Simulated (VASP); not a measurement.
**TiIn2Au: single point with PBEsol**

The system is TiIn2Au.

```xyz
8
Lattice="4.3910 0.0000 0.0000 2.1955 -5.1850 0.0000 0.0000 0.0000 -7.0681" Properties=species:S:1:pos:R:3 pbc="T T T"
In    2.1955   -1.4141   -6.6980
In    4.3910   -3.7709   -3.1639
In    4.3910   -3.7709   -0.3702
In    2.1955   -1.4141   -3.9042
Au    4.3910   -2.1833   -5.3011
Au    2.1955   -3.0017   -1.7670
Ti    2.1955   -4.3976   -5.3011
Ti    4.3910   -0.7874   -1.7670
```

```
Program                : VASP 6.6.1
Task                   : single point
Functional             : PBEsol
Potentials or basis    : VASP PAW PBE potentials, release 64 (In_d, Au, Ti_sv)
Cutoff                 : 520 eV
k mesh                 : 5 × 5 × 3
Occupations            : fermi-dirac, width 0.1 eV
Spin                   : no spin polarisation
Dipole correction      : no
Further INCAR settings : ALGO = Normal; EDIFF = 1e-06; NBANDS = 59
```

```json
{
  "Pressure": "1.2 GPa",
  "Largest force": "1.439 eV/Å",
  "Band gap on the k mesh": "zero (bands 49 and 50 overlap by 0.52 eV)"
}
```

Forces on the atoms (eV/Å):
```
In   0.000  1.185 -0.816
In   0.000 -1.185 -0.816
In   0.000 -1.185  0.816
In   0.000  1.185  0.816
Au   0.000  0.185  0.000
Au   0.000 -0.185  0.000
Ti   0.000 -0.203  0.000
Ti   0.000  0.203  0.000
```

Stress tensor (GPa, compression positive):
```
-0.62  0.00  0.00
 0.00 -1.17  0.00
 0.00  0.00  5.44
```

Levels at points of the mesh, in eV from the Fermi level:
```tsv
k point	band 46	band 47	band 48	band 49	band 50	band 51	band 52	band 53
(0.00, 0.00, 0.00)	-1.25	-0.46	-0.43	-0.02	0.02	0.06	0.43	0.85
```

Wall time 4.2 min on 1 thread of Intel Xeon 8259CL (shared host), peak memory 0.36 GiB.

Caveat: the PAW data sets were made with another functional, which shifts forces and pressure a little; spin-orbit coupling is left out, which moves the levels of the heavy elements.
